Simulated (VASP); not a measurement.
# Al8H in VASP: relaxation of the atoms with PBE

Aim: the relaxation of the atoms of Al8H with PBE.

All numbers are computed with VASP 6.6.1; they aren't measurements. Logs are shortened: lines on timing, memory, paths and dates and some standing lists are left out, and cuts for length are marked.

## (1) The cell of the first run

The cell holds a slab with vacuum, 9 atoms: a = 2.854 Å, b = 2.854 Å, c = 31.976 Å, α = 90.00°, β = 90.00°, γ = 120.00°.

## (2) Relaxation of the atoms, PBE

Input file INCAR:

```
ALGO = Fast
DIPOL = 0.5 0.5 0.415
EDIFF = 1E-7
EDIFFG = -0.025
ENCUT = 520
GGA = PE
IBRION = 2
IDIPOL = 3
ISIF = 2
ISMEAR = 0
LASPH = T
LCHARG = F
LDIPOL = T
LREAL = F
LWAVE = F
NELM = 60
NSW = 50
PREC = Accurate
SIGMA = 0.1
```

Input file KPOINTS:

```
k-points
0
Gamma
  9 9 1
```

Input file POSCAR:

```
Al8H
1.0
    2.8543223330      0.0000000000      0.0000000000
   -1.4271611665      2.4719156510      0.0000000000
    0.0000000000      0.0000000000     31.9760593533
Al H
8 1
Selective dynamics
Direct
    0.3333333333      0.6666666667      0.1250935882  F F F
    0.0000000000      0.0000000000      0.1984546650  F F F
    0.6666666667      0.3333333333      0.2718157419  F F F
    0.0000000000      0.0000000000      0.3451768186  F F F
    0.3333333333      0.6666666667      0.4179469871  F F F
    0.0000000000      0.0000000000      0.4916851455  F F F
    0.6666666667      0.3333333333      0.5654358086  F F F
    0.0000000000      0.0000000000      0.6403559340  T T T
    0.0000000000      0.3333333333      0.6774925833  F F T
```

Potentials or basis: VASP PAW PBE potentials, release 64 (Al, H).

Started as:

```bash
cat potpaw_PBE.64/Al/POTCAR potpaw_PBE.64/H/POTCAR > POTCAR
mpirun -np 1 vasp_std > vasp.out
```

OUTCAR:

```text
EDIFF = 1E-7
   EDIFFG = -0.025
   ENCUT = 520
   GGA = PE
   IBRION = 2
   ISIF = 2
   ISMEAR = 0
   LASPH = T
   LREAL = F
   NELM = 60
   NSW = 50
   PREC = Accurate

 ion  position               nearest neighbor table
   1  0.333  0.667  0.125-   2 2.87   2 2.87   2 2.87
   2  0.000  0.000  0.198-   1 2.87   1 2.87   1 2.87   3 2.87   3 2.87   3 2.87
   3  0.667  0.333  0.272-   4 2.87   4 2.87   4 2.87   2 2.87   2 2.87   2 2.87
   4  0.000  0.000  0.345-   5 2.85   5 2.85   5 2.85   3 2.87   3 2.87   3 2.87
   5  0.333  0.667  0.418-   4 2.85   4 2.85   4 2.85   6 2.88   6 2.88   6 2.88
   6  0.000  0.000  0.492-   5 2.88   5 2.88   5 2.88   7 2.88   7 2.88   7 2.88
   7  0.667  0.333  0.565-   6 2.88   6 2.88   6 2.88   8 2.91   8 2.91   8 2.91
   8  0.000  0.000  0.640-   9 1.52   7 2.91   7 2.91   7 2.91
   9  0.000  0.333  0.677-   8 1.52

  LATTYP: Found a hexagonal cell.
 ALAT       =     2.8543223330
 C/A-ratio  =    11.2026798738

  Lattice vectors:

 A1 = (   2.8543223330,   0.0000000000,   0.0000000000)
 A2 = (  -1.4271611665,   2.4719156510,   0.0000000000)
 A3 = (   0.0000000000,   0.0000000000,  31.9760593533)

Analysis of symmetry for initial positions (statically):
=====================================================================
 Subroutine PRICEL returns:
 Original cell was already a primitive cell.

 Routine SETGRP: Setting up the symmetry group for a
 hexagonal supercell.

 Subroutine GETGRP returns: Found  1 space group operations
 (whereof  1 operations were pure point group operations)
 out of a pool of 24 trial point group operations.

The static configuration has the point symmetry C_1 .

Analysis of symmetry for dynamics (positions and initial velocities):
=====================================================================
 Subroutine PRICEL returns:
 Original cell was already a primitive cell.

 Routine SETGRP: Setting up the symmetry group for a
 hexagonal supercell.

 Subroutine GETGRP returns: Found  1 space group operations
 (whereof  1 operations were pure point group operations)
 out of a pool of 24 trial point group operations.

The dynamic configuration has the point symmetry C_1 .

Analysis of constrained symmetry for selective dynamics:
=====================================================================
 Subroutine PRICEL returns:
 Original cell was already a primitive cell.

 Routine SETGRP: Setting up the symmetry group for a
[... 169 lines left out ...]
  free energy    TOTEN  =       -31.98139137 eV

  energy without entropy =      -31.95693480  energy(sigma->0) =      -31.96916308

------------------------ aborting loop because EDIFF is reached ----------------------------------------

  FORCE on cell =-STRESS in cart. coord.  units (eV):
  Direction    XX          YY          ZZ          XY          YZ          ZX
  --------------------------------------------------------------------------------------
  -------------------------------------------------------------------------------------
  Total       -1.0658290     -0.4616734      2.1185704      0.0730768      1.2034624     -0.7591615
  in kB       -7.5689654     -3.2785654     15.0449889      0.5189537      8.5463662     -5.3911713
  external PRESSURE =       1.3991527 kB  Pullay stress =       0.0000000 kB
[... 110 lines left out ...]
  FREE ENERGIE OF THE ION-ELECTRON SYSTEM (eV)
  ---------------------------------------------------
  free  energy   TOTEN  =       -32.1046923553 eV

  energy  without entropy=      -32.0801041641  energy(sigma->0) =      -32.09239826

 vacuum level on the upper side and lower side of the slab       (xc-potential included)         0.031        -0.071

[... ionic steps 4 to 31 ...]

--------------------------------------- Ionic step       32  -------------------------------------------

 number of electron      24.9999999 magnetization

------------------------ aborting loop because EDIFF is reached ----------------------------------------
[... 32 lines left out ...]
  FREE ENERGIE OF THE ION-ELECTRON SYSTEM (eV)
  ---------------------------------------------------
  free  energy   TOTEN  =       -32.1368815002 eV

  energy  without entropy=      -32.1112080053  energy(sigma->0) =      -32.12404475

 dipolmoment           0.000000      0.000000     -0.001207 electrons x Angstroem

--------------------------------------- Ionic step       33  -------------------------------------------

 number of electron      24.9999999 magnetization

------------------------ aborting loop because EDIFF is reached ----------------------------------------
[... 38 lines left out ...]
--------------------------------------- Ionic step       34  -------------------------------------------

 number of electron      24.9999999 magnetization

 dipolmoment           0.000000      0.000000      0.002373 electrons x Angstroem

 Free energy of the ion-electron system (eV)
  ---------------------------------------------------
  ext. energy  EPLUGINS =         0.00000000
  ---------------------------------------------------
  free energy    TOTEN  =       -32.13696754 eV

  energy without entropy =      -32.11143351  energy(sigma->0) =      -32.12420053

 E-fermi :   3.1051     XC(G=0):  -6.6476

 val. band max:        3.0907273414   @ k =  -0.4444  -0.2222   0.0000
 cond. band min:       3.1057961456   @ k =   0.4444   0.1111   0.0000
 fundamental gap:      0.0150688042
 Fermi energy:         3.1050951645

 k-point     1 :       0.0000    0.0000    0.0000
  band No.  band energies     occupation
      1      -7.9652      2.00000
      2      -7.7671      2.00000
      3      -7.3852      2.00000
      4      -6.8007      2.00000
      5      -6.0343      2.00000
      6      -5.0870      2.00000
[... 457 lines left out ...]
      4      -3.0757      2.00000
      5      -2.3371      2.00000
      6      -1.4384      2.00000
[... 9 lines left out ...]
     16       4.1316      0.00000
     17       4.8926      0.00000

 [... further k-points ...]

------------------------ aborting loop because EDIFF is reached ----------------------------------------

 vacuum level on the upper side and lower side of the slab       (xc-potential included)        -0.051        -0.159

  FORCE on cell =-STRESS in cart. coord.  units (eV):
  Direction    XX          YY          ZZ          XY          YZ          ZX
  --------------------------------------------------------------------------------------
  -------------------------------------------------------------------------------------
  Total       -1.3452322     -1.4514537      0.7754050      0.5022655      0.2405105     -0.2513255
  in kB       -9.5531419    -10.3074721      5.5065242      3.5668290      1.7079809     -1.7847834
  external PRESSURE =      -4.7846966 kB  Pullay stress =       0.0000000 kB
[... 24 lines left out ...]
  FREE ENERGIE OF THE ION-ELECTRON SYSTEM (eV)
  ---------------------------------------------------
  free  energy   TOTEN  =       -32.1369675439 eV

  energy  without entropy=      -32.1114335082  energy(sigma->0) =      -32.12420053

 reached required accuracy - stopping structural energy minimisation

 vacuum level on the upper side and lower side of the slab         7.193         7.078
```

OSZICAR:

```text
N       E                     dE             d eps       ncg     rms          rms(c)
DAV:   1     0.664163252196E+02    0.66416E+02   -0.85222E+03  1394   0.109E+03
DAV:   2    -0.270132336117E+02   -0.93430E+02   -0.90800E+02  1832   0.163E+02
[... 507 lines left out ...]
RMM:   4    -0.321369745266E+02   -0.33187E-05   -0.59114E-05  1739   0.220E-02    0.818E-03
RMM:   5    -0.321369678662E+02    0.66604E-05   -0.16756E-05  1639   0.116E-02    0.499E-03
RMM:   6    -0.321369676274E+02    0.23882E-06   -0.37837E-06  1385   0.658E-03    0.197E-03
RMM:   7    -0.321369677629E+02   -0.13551E-06   -0.68214E-07  1071   0.383E-03    0.144E-03
RMM:   8    -0.321369674836E+02    0.27931E-06   -0.61143E-07   952   0.239E-03    0.329E-04
RMM:   9    -0.321369675439E+02   -0.60377E-07   -0.74988E-08   876   0.168E-03
  34 F= -.32136968E+02 E0= -.32124201E+02  d E =-.860437E-04
```

CONTCAR:

```text
Al8H
   1.00000000000000
     2.8543223329999998    0.0000000000000000    0.0000000000000000
    -1.4271611664999999    2.4719156510000002    0.0000000000000000
     0.0000000000000000    0.0000000000000000   31.9760593532999984
  Al              H
     8     1
Selective dynamics
Direct
     0.3333333332999970    0.6666666667000030    0.1250935882000022   F   F   F
     0.0000000000000000    0.0000000000000000    0.1984546649999999   F   F   F
     0.6666666667000030    0.3333333332999970    0.2718157418999994   F   F   F
     0.0000000000000000    0.0000000000000000    0.3451768186000024   F   F   F
     0.3333333332999970    0.6666666667000030    0.4179469871000023   F   F   F
     0.0000000000000000    0.0000000000000000    0.4916851455000000   F   F   F
     0.6666666667000030    0.3333333332999970    0.5654358086000002   F   F   F
     0.0993126591836227    0.8895420236351094    0.6398695399703576   T   T   T
     0.0000000000000000    0.3333333332999970    0.6749639257311039   F   F   T

  0.00000000E+00  0.00000000E+00  0.00000000E+00
  0.00000000E+00  0.00000000E+00  0.00000000E+00
  0.00000000E+00  0.00000000E+00  0.00000000E+00
  0.00000000E+00  0.00000000E+00  0.00000000E+00
  0.00000000E+00  0.00000000E+00  0.00000000E+00
  0.00000000E+00  0.00000000E+00  0.00000000E+00
  0.00000000E+00  0.00000000E+00  0.00000000E+00
  0.00000000E+00  0.00000000E+00  0.00000000E+00
  0.00000000E+00  0.00000000E+00  0.00000000E+00
```

It took 2.6 h on 1 thread of Oxide Virtual Turin-like, shared host; peak memory 0.43 GiB.

What came out:

| Item | Value |
| --- | --- |
| Free energy | -32.1370 eV |
| Energy gained by relaxing | 17.3 meV/atom |
| Ionic steps | 34 |

Step by step:
| step | energy change (eV) | largest force on free atoms (eV/Å) | pressure (GPa) |
| --- | --- | --- | --- |
| 1 | 0.0000 | 1.8881 | 0.14 |
| 2 | -0.1233 | 0.0841 | -0.38 |
| 3 | -0.1233 | 0.0828 | -0.37 |
| 4 | -0.1237 | 0.0822 | -0.37 |
| 5 | -0.1247 | 0.0817 | -0.38 |
| 6 | -0.1267 | 0.0850 | -0.40 |
| 7 | -0.1304 | 0.1017 | -0.44 |
| 8 | -0.1374 | 0.1416 | -0.50 |
| 9 | -0.1415 | 0.2609 | -0.49 |
| 10 | -0.1425 | 0.1771 | -0.52 |
| 11 | -0.1436 | 0.2072 | -0.52 |
| 12 | -0.1443 | 0.1867 | -0.52 |
| 13 | -0.1454 | 0.1387 | -0.53 |
| 14 | -0.1456 | 0.1250 | -0.53 |
| 15 | -0.1460 | 0.1090 | -0.53 |
| 16 | -0.1469 | 0.0706 | -0.55 |
| 17 | -0.1467 | 0.1135 | -0.57 |
| 18 | -0.1471 | 0.0644 | -0.56 |
| 19 | -0.1476 | 0.0597 | -0.55 |
| 20 | -0.1487 | 0.0544 | -0.53 |
| 21 | -0.1496 | 0.0854 | -0.49 |
| 22 | -0.1503 | 0.0581 | -0.49 |
| 23 | -0.1505 | 0.0678 | -0.49 |
| 24 | -0.1514 | 0.0632 | -0.47 |
| 25 | -0.1529 | 0.0648 | -0.43 |
| 26 | -0.1530 | 0.0692 | -0.41 |
| 27 | -0.1541 | 0.0705 | -0.42 |
| 28 | -0.1542 | 0.0890 | -0.42 |
| 29 | -0.1549 | 0.0324 | -0.42 |
| 30 | -0.1550 | 0.0383 | -0.42 |
| 31 | -0.1552 | 0.0264 | -0.43 |
| 32 | -0.1555 | 0.0321 | -0.47 |
| 33 | -0.1555 | 0.0269 | -0.48 |
| 34 | -0.1556 | 0.0113 | -0.48 |

Final structure:
```
CELL_PARAMETERS angstrom
2.85432 0.00000 0.00000
-1.42716 2.47192 0.00000
0.00000 0.00000 31.97606
ATOMIC_POSITIONS crystal
Al 0.33333 0.66667 0.12509
Al 0.00000 0.00000 0.19845
Al 0.66667 0.33333 0.27182
Al 0.00000 0.00000 0.34518
Al 0.33333 0.66667 0.41795
Al 0.00000 0.00000 0.49169
Al 0.66667 0.33333 0.56544
Al 0.09931 0.88954 0.63987
H 0.00000 0.33333 0.67496
```

Caveat: the highest band is partly filled, so the run has too few bands.
